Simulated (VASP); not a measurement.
Crystal: WC.

```xyz
2
Lattice="2.9065 0.0000 0.0000 -1.4533 2.5171 0.0000 0.0000 0.0000 2.8366" Properties=species:S:1:pos:R:3 pbc="T T T"
W     0.0000    0.0000    0.0000
C     1.4533    0.8390    1.4183
```

| Item | Value |
| --- | --- |
| Program | VASP 6.6.1 |
| Task | relaxation of cell and atoms |
| Functional | PBE |
| Potentials or basis | VASP PAW PBE potentials, release 64 (W_sv, C) |
| Cutoff | 600 eV |
| k mesh | 6 × 6 × 6 |
| Occupations | gaussian, width 0.1 eV |
| Spin | no spin polarisation |

At the start: pressure 6.7 GPa; volume 10.38 Å³/atom.

Where does the relaxation end?

Over 6 steps the energy falls by 3.9 meV/atom and the volume is 10.56 Å³/atom (+1.7 %); space group P-6m2 (No. 187, to 0.05 Å).

The path:
```
step  energy change (eV)  largest force (eV/Å)  pressure (GPa)  volume (Å³)
   1              0.0000                0.0000            6.71        20.75
   2              0.0415                0.0000          -15.67        22.09
   3             -0.0076                0.0000           -0.23        21.12
   4             -0.0076                0.0000           -0.10        21.11
   5             -0.0077                0.0000            0.16        21.11
   6             -0.0078                0.0000            0.03        21.11
```

Final structure:
```
CELL_PARAMETERS angstrom
2.92751 0.00000 0.00000
-1.46375 2.53530 0.00000
0.00000 0.00000 2.84447
ATOMIC_POSITIONS crystal
W 0.00000 0.00000 0.00000
C 0.66667 0.33333 0.50000
```

Caveat: the k points lie up to 0.41 Å⁻¹ apart in the final cell.
